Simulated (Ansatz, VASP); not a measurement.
# B: VASP beside Ansatz

```
B
1.0
    -1.17599    1.17599    1.17599
     1.17599   -1.17599    1.17599
     1.17599    1.17599   -1.17599
B
1
Direct
  0.00000 0.00000 0.00000
```

Alike in both runs: task single point; functional RPBE; k mesh 31 × 31 × 31; occupations fermi-dirac, width 0.1 eV; no spin polarisation.

|  | VASP | Ansatz |
| --- | --- | --- |
| version | VASP 6.6.1 | Ansatz 0.2.0 |
| potentials or method | VASP PAW PBE potentials, release 64 (B), cutoff 520 eV | plane waves (420 eV) with PAW, scalar-relativistic |
| valence electrons in the cell | 3 | 3 |

Ansatz gave:

```
pressure (GPa) : -7.7
```

Problem. Estimate VASP's values.

Solution. Pressure (GPa): -8.0.

VASP's potentials were made for PBE, not for RPBE. With one functional, cell and mesh, what is left measures potentials, basis and numerics.
